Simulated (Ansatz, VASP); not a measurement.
**W in VASP and in Ansatz**

```
CELL_PARAMETERS angstrom
0.00000 2.05454 2.05454
2.05454 0.00000 2.05454
2.05454 2.05454 0.00000
ATOMIC_POSITIONS crystal
W 0.00000 0.00000 0.00000
```

Alike in both runs: task single point; functional PBE; k mesh 18 × 18 × 18; occupations gaussian, width 0.1 eV; no spin polarisation.

|  | VASP | Ansatz |
| --- | --- | --- |
| version | VASP 6.6.1 | Ansatz 0.2.0 |
| potentials or method | VASP PAW PBE potentials, release 64 (W_sv), cutoff 520 eV | scalar-relativistic, plane waves, PAW |
| valence electrons in the cell | 14 | 14 |

Ansatz gave:

```
gap on the k mesh at the Fermi level (eV) : none
pressure (GPa)                            : -13.6
```

Q: What did VASP give for the same quantities?

A: gap on the k mesh at the Fermi level (eV): none; pressure (GPa): -13.3.

A gap of «none» marks a metal or a gap that the smearing closes.

Neither program's run includes spin-orbit coupling.
